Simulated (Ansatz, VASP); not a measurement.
One calculation of Si, two programs

```
Si
1.0
    -1.58659    1.58659    1.32438
     1.58659   -1.58659    1.32438
     1.58659    1.58659   -1.32438
Si
1
Direct
  0.00000 0.00000 0.00000
```

Change from the starting cell: strain -0.030 along x and y, +0.015 along z, atoms carried along.

Alike in both runs: task single point; functional LDA; k mesh 28 × 28 × 28; occupations gaussian, width 0.15 eV; no spin polarisation.

|  | VASP | Ansatz |
| --- | --- | --- |
| version | VASP 6.6.1 | Ansatz 0.2.0 |
| potentials or method | VASP PAW LDA potentials, release 64 (Si), cutoff 520 eV | scalar-relativistic, plane waves, PAW |
| valence electrons in the cell | 4 | 4 |

```csv
,VASP,Ansatz,Ansatz less VASP
gap on the k mesh at the Fermi level (eV),none,none,-
pressure (GPa),4.9,4.8,-0.10
"traceless stress, the component that is largest in VASP (GPa)",-1.73,-1.70,+0.034
```

LDA's correlation is that of Perdew and Zunger in VASP and of Perdew and Wang (1992) in Ansatz. A gap of «none» marks a metal or a gap that the smearing closes.
